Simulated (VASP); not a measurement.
# Nb3N in VASP: relaxation of the atoms with PBE

Aim: the relaxation of the atoms of Nb3N with PBE.

All numbers are computed with VASP 6.6.1; they aren't measurements. Logs are shortened: lines on timing, memory, paths and dates and some standing lists are left out, and cuts for length are marked.

### 1 The cell of the first run

The cell holds a slab with vacuum, 4 atoms: a = 2.983 Å, b = 2.983 Å, c = 19.745 Å, α = 90.00°, β = 90.00°, γ = 90.00°.

### 2 Relaxation of the atoms, PBE

Input file INCAR:

```
PREC     = Accurate       # precision mode
ENCUT    = 520            # plane-wave cutoff, eV
EDIFF    = 1E-7           # SCF threshold, eV
ISMEAR   = 0              # smearing method
SIGMA    = 0.1            # smearing width, eV
LREAL    = F              # projectors in reciprocal space
LASPH    = T              # aspherical terms in the spheres
NELM     = 80             # most SCF steps
ALGO     = Normal         # electronic algorithm
ISIF     = 2              # what is computed and relaxed
LWAVE    = F              # write WAVECAR
LCHARG   = F              # write CHGCAR
LDIPOL   = T            
IDIPOL   = 3            
DIPOL    = 0.5 0.5 0.354
GGA      = PE             # functional
IBRION   = 2              # ionic algorithm
NSW      = 36             # ionic steps
EDIFFG   = -0.025         # ionic threshold
```

Input file KPOINTS:

```
regular mesh
0
Gamma
  9 9 1
```

Input file POSCAR:

```
Nb3N
1.0
    2.9829001615      0.0000000000      0.0000000000
    0.0000000000      2.9829001615      0.0000000000
    0.0000000000      0.0000000000     19.7446861459
Nb N
3 1
Selective dynamics
Direct
    0.5000000000      0.5000000000      0.2025861526  F F F
    0.0000000000      0.0000000000      0.3100743693  F F F
    0.5000000000      0.5000000000      0.4175648114  F F F
    0.5000000000      1.0000000000      0.4844182417  F F T
```

Potentials or basis: VASP PAW PBE potentials, release 64 (Nb_sv, N).

Started as:

```bash
$ cat potpaw_PBE.64/Nb_sv/POTCAR potpaw_PBE.64/N/POTCAR > POTCAR
$ mpirun -np 1 vasp_std > vasp.out
```

OUTCAR:

```text
PREC = Accurate
   ENCUT = 520
   EDIFF = 1E-7
   ISMEAR = 0
   LREAL = F
   LASPH = T
   NELM = 80
   ISIF = 2
   GGA = PE
   IBRION = 2
   NSW = 36
   EDIFFG = -0.025

 ion  position               nearest neighbor table
   1  0.500  0.500  0.203-   2 2.99   2 2.99   2 2.99   2 2.99
   2  0.000  0.000  0.310-   1 2.99   1 2.99   1 2.99   1 2.99   3 2.99   3 2.99   3 2.99   3 2.99

   3  0.500  0.500  0.418-   4 1.99   4 1.99   2 2.99   2 2.99   2 2.99   2 2.99
   4  0.500  0.000  0.484-   3 1.99   3 1.99

  LATTYP: Found a simple tetragonal cell.
 ALAT       =     2.9829001615
 C/A-ratio  =     6.6192916547

  Lattice vectors:

 A1 = (   2.9829001615,   0.0000000000,   0.0000000000)
 A2 = (   0.0000000000,   2.9829001615,   0.0000000000)
 A3 = (   0.0000000000,   0.0000000000,  19.7446861459)

Analysis of symmetry for initial positions (statically):
=====================================================================
 Subroutine PRICEL returns:
 Original cell was already a primitive cell.

 Routine SETGRP: Setting up the symmetry group for a
 simple tetragonal supercell.

 Subroutine GETGRP returns: Found  4 space group operations
 (whereof  4 operations were pure point group operations)
 out of a pool of 16 trial point group operations.

The static configuration has the point symmetry C_2v.

Analysis of symmetry for dynamics (positions and initial velocities):
=====================================================================
 Subroutine PRICEL returns:
 Original cell was already a primitive cell.

 Routine SETGRP: Setting up the symmetry group for a
 simple tetragonal supercell.

 Subroutine GETGRP returns: Found  4 space group operations
 (whereof  4 operations were pure point group operations)
 out of a pool of 16 trial point group operations.

The dynamic configuration has the point symmetry C_2v.

Analysis of constrained symmetry for selective dynamics:
=====================================================================
 Subroutine PRICEL returns:
 Original cell was already a primitive cell.

 Routine SETGRP: Setting up the symmetry group for a
 simple tetragonal supercell.

 Subroutine GETGRP returns: Found  4 space group operations
 (whereof  4 operations were pure point group operations)
 out of a pool of 16 trial point group operations.

The constrained configuration has the point symmetry C_2v.

 Subroutine INISYM returns: Found  4 space group operations
 (whereof  4 operations are pure point group operations),
 and found     1 'primitive' translations

----------------------------------------------------------------------------------------

                                     Primitive cell

  volume of cell :     175.6822

  direct lattice vectors                    reciprocal lattice vectors
     2.982900161  0.000000000  0.000000000     0.335244207  0.000000000  0.000000000
     0.000000000  2.982900161  0.000000000     0.000000000  0.335244207  0.000000000
     0.000000000  0.000000000 19.744686146     0.000000000  0.000000000  0.050646538

  length of vectors
     2.982900161  2.982900161 19.744686146     0.335244207  0.335244207  0.050646538

  position of ions in fractional coordinates (direct lattice)
     0.500000000  0.500000000  0.202586153
     0.000000000  0.000000000  0.310074369
     0.500000000  0.500000000  0.417564811
     0.500000000  0.000000000  0.484418242

  ion indices of the primitive-cell ions
   primitive index   ion index
                 1           1
                 2           2
                 3           3
                 4           4

----------------------------------------------------------------------------------------

 KPOINTS: regular mesh

Automatic generation of k-mesh.
 Grid dimensions read from file:
 generate k-points for:    9    9    1

 Generating k-lattice:

  Cartesian coordinates                     Fractional coordinates (reciprocal lattice)
     0.037249356  0.000000000  0.000000000     0.111111111  0.000000000  0.000000000
     0.000000000  0.037249356  0.000000000     0.000000000  0.111111111  0.000000000
     0.000000000  0.000000000  0.050646538     0.000000000  0.000000000  1.000000000

  Length of vectors
     0.037249356  0.037249356  0.050646538

  Shift w.r.t. Gamma in fractional coordinates (k-lattice)
     0.000000000  0.000000000  0.000000000

 Subroutine IBZKPT returns following result:
 ===========================================

 Found     25 irreducible k-points:

 Following reciprocal coordinates:
            Coordinates               Weight
  0.000000  0.000000  0.000000      1.000000
  0.111111  0.000000  0.000000      2.000000
  0.000000  0.111111  0.000000      2.000000
  0.222222  0.000000  0.000000      2.000000
  0.000000  0.222222  0.000000      2.000000
  0.333333  0.000000  0.000000      2.000000
[... 16 lines left out ...]
  0.444444  0.333333  0.000000      4.000000
 -0.333333  0.444444  0.000000      4.000000
   k-points           NKPTS =     25   k-points in BZ     NKDIM =     25   number of bands    NBANDS=     26
   number of dos      NEDOS =    301   number of ions     NIONS =      4
   total plane-waves  NPLWV =  86400
   dimension x,y,z NGX =    24 NGY =   24 NGZ =  150
   dimension x,y,z NGXF=    48 NGYF=   48 NGZF=  300
   ions per type =               3   1
   NGX,Y,Z   is equivalent  to a cutoff of  13.38, 13.38, 12.63 a.u.
   NGXF,Y,Z  is equivalent  to a cutoff of  26.75, 26.75, 25.26 a.u.
 SYSTEM =  unknown system
   PREC   = accura    normal or accurate (medium, high low for compatibility)
   ISTART =      0    job   : 0-new  1-cont  2-samecut
   ICHARG =      2    charge: 1-file 2-atom 10-const
   ISPIN  =      1    spin polarized calculation?
   LNONCOLLINEAR =      F non collinear calculations
   LSORBIT =      F    spin-orbit coupling
   LASPH  =      T    aspherical Exc in radial PAW
   ENCUT  =  520.0 eV  38.22 Ry    6.18 a.u.   5.55  5.55 36.71*2*pi/ulx,y,z
   NELM   =     80;   NELMIN=  2; NELMDL= -5     # of ELM steps
   EDIFF  = 0.1E-06   stopping-criterion for ELM
   LREAL  =      F    real-space projection
   EDIFFG = -.3E-01   stopping-criterion for IOM
   NSW    =     36    number of steps for IOM
   IBRION =      2    ionic relax: 0-MD 1-quasi-New 2-CG
   NFREE  =      1    steps in history (QN), initial steepest desc. (CG)
   ISIF   =      2    stress and relaxation
   ISYM   =      2    0-nonsym 1-usesym 2-fastsym
   POTIM  = 0.5000    time-step for ionic-motion
   TEBEG  =    0.0;   TEEND  =   0.0 temperature during run
   PSTRESS=    0.0 pullay stress
   NELECT =      44.0000    total number of electrons
   NUPDOWN=      -1.0000    fix difference up-down
   EMIN   =  10.00;   EMAX   =-10.00  energy-range for DOS
   EFERMI =   0.00;   METHOD = LEGACY
   ISMEAR =     0;   SIGMA  =   0.10  broadening in eV -4-tet -1-fermi 0-gaus
   EFERMI_NEDOS =   21; number of points for ismear=-14 and -15
   IALGO  =     38    algorithm
   IMIX   =      4    mixing-type and parameters
     AMIX     =   0.40;   BMIX     =  1.00
     AMIX_MAG =   1.60;   BMIX_MAG =  1.00
  volume/ion in A,a.u.               =      43.92       296.39
  Fermi-wavevector in a.u.,A,eV,Ry     =   1.031929  1.950063 14.488538  1.064878
  Thomas-Fermi vector in A             =   2.166102
   LORBIT       =      0    0 simple, 1 ext, 2 COOP (PROOUT), +10 PAW based schemes
   GGA     = PE    functional components
   LHFCALC =     F    Hartree Fock is set to
   AEXX    =    0.0000 exact exchange contribution
   IVDW    =     0    specifies the selected vdW correction
   LEPSILON=     F    determine dielectric tensor
   LRPA    =     F    only Hartree local field effects (RPA)
 conjugate gradient relaxation of ions
 non-spin polarized calculation
 Gauss-broadening in eV      SIGMA  =   0.10
  energy-cutoff  :      520.00
  volume of cell :      175.68
 maximum number of plane-waves:      4765
 NGX is ok and might be reduce to    24
   NGX = 11   NGY = 11   NGZ = 73

 dipolmoment           0.000000      0.000000     -0.059001 electrons x Angstroem

--------------------------------------- Ionic step        1  -------------------------------------------

 number of electron      44.0000007 magnetization

 Free energy of the ion-electron system (eV)
  ---------------------------------------------------
  ext. energy  EPLUGINS =         0.00000000
  ---------------------------------------------------
  free energy    TOTEN  =       -36.28014293 eV

  energy without entropy =      -36.25851547  energy(sigma->0) =      -36.26932920

------------------------ aborting loop because EDIFF is reached ----------------------------------------

  FORCE on cell =-STRESS in cart. coord.  units (eV):
  Direction    XX          YY          ZZ          XY          YZ          ZX
  --------------------------------------------------------------------------------------
  -------------------------------------------------------------------------------------
  Total       -0.4854868     -5.5878205     -2.3791080      0.0000000      0.0000000      0.0000000
  in kB       -4.4275181    -50.9595231    -21.6968691      0.0000000      0.0000000      0.0000000
  external PRESSURE =     -25.6946368 kB  Pullay stress =       0.0000000 kB
[... 61 lines left out ...]
  energy  without entropy=      -36.5826767538  energy(sigma->0) =      -36.59508129

--------------------------------------- Ionic step        3  -------------------------------------------

 number of electron      44.0000008 magnetization

 dipolmoment           0.000000      0.000000      0.126975 electrons x Angstroem

 Free energy of the ion-electron system (eV)
  ---------------------------------------------------
  ext. energy  EPLUGINS =         0.00000000
  ---------------------------------------------------
  free energy    TOTEN  =       -36.61227191 eV

  energy without entropy =      -36.58736485  energy(sigma->0) =      -36.59981838

 E-fermi :   0.1356     XC(G=0):  -5.3376

 val. band max:        0.1251883734   @ k =   0.4444   0.4444   0.0000
 cond. band min:       0.1366594251   @ k =   0.3333   0.3333   0.0000
 fundamental gap:      0.0114710518
 Fermi energy:         0.1356213409

 k-point     1 :       0.0000    0.0000    0.0000
  band No.  band energies     occupation
      1     -54.9419      2.00000
      2     -54.6470      2.00000
      3     -54.4947      2.00000
      4     -31.2410      2.00000
      5     -30.8859      2.00000
      6     -30.6545      2.00000
[... 685 lines left out ...]
     25       1.8610      0.00000
     26       2.2346      0.00000

 [... further k-points ...]

------------------------ aborting loop because EDIFF is reached ----------------------------------------

 vacuum level on the upper side and lower side of the slab       (xc-potential included)         1.121        -1.446

  FORCE on cell =-STRESS in cart. coord.  units (eV):
  Direction    XX          YY          ZZ          XY          YZ          ZX
  --------------------------------------------------------------------------------------
  -------------------------------------------------------------------------------------
  Total       -0.3979068     -0.7867364      2.7268619      0.0000000      0.0000000      0.0000000
  in kB       -3.6288105     -7.1748387     24.8682977      0.0000000      0.0000000      0.0000000
  external PRESSURE =       4.6882162 kB  Pullay stress =       0.0000000 kB

 VOLUME and BASIS-vectors are now :
 -----------------------------------------------------------------------------
  energy-cutoff  :      520.00
  volume of cell :      175.68
      direct lattice vectors                 reciprocal lattice vectors
     2.982900161  0.000000000  0.000000000     0.335244207  0.000000000  0.000000000
     0.000000000  2.982900161  0.000000000     0.000000000  0.335244207  0.000000000
     0.000000000  0.000000000 19.744686146     0.000000000  0.000000000  0.050646538
[... 10 lines left out ...]
  FREE ENERGIE OF THE ION-ELECTRON SYSTEM (eV)
  ---------------------------------------------------
  free  energy   TOTEN  =       -36.6122719127 eV

  energy  without entropy=      -36.5873648541  energy(sigma->0) =      -36.59981838

 reached required accuracy - stopping structural energy minimisation

 vacuum level on the upper side and lower side of the slab         6.948         4.308
```

Run time: 5.4 min. Hardware: 1 thread of Intel Xeon 6975P-C (Granite Rapids), shared host; peak memory 0.32 GiB.

What came out:

```
Free energy               : -36.6123 eV
Energy gained by relaxing : 83.0 meV/atom
Ionic steps               : 3
Band gap on the k mesh    : zero (bands 22 and 23 overlap by 0.47 eV)
```

Step by step:
```
step  energy change (eV)  largest force on free atoms (eV/Å)  pressure (GPa)
   1              0.0000                              3.3863           -2.57
   2             -0.3273                              0.4508            0.06
   3             -0.3321                              0.0017            0.47
```

Final structure:
```yaml
crystal:
  lattice:
    - [2.98290, 0.00000, 0.00000]
    - [0.00000, 2.98290, 0.00000]
    - [0.00000, 0.00000, 19.74469]
  atoms:
    - { symbol: Nb, position: [0.50000, 0.50000, 0.20259] }
    - { symbol: Nb, position: [0.00000, 0.00000, 0.31007] }
    - { symbol: Nb, position: [0.50000, 0.50000, 0.41756] }
    - { symbol: N, position: [0.50000, 0.00000, 0.47508] }
```

Levels at points of the mesh, in eV from the Fermi level:
| k point | band 18 | band 19 | band 20 | band 21 | band 22 | band 23 | band 24 | band 25 | band 26 |
| --- | --- | --- | --- | --- | --- | --- | --- | --- | --- |
| (0.00, 0.00, 0.00) | -3.28 | -2.51 | -1.12 | -1.03 | -0.27 | 0.77 | 0.88 | 1.39 | 1.74 |
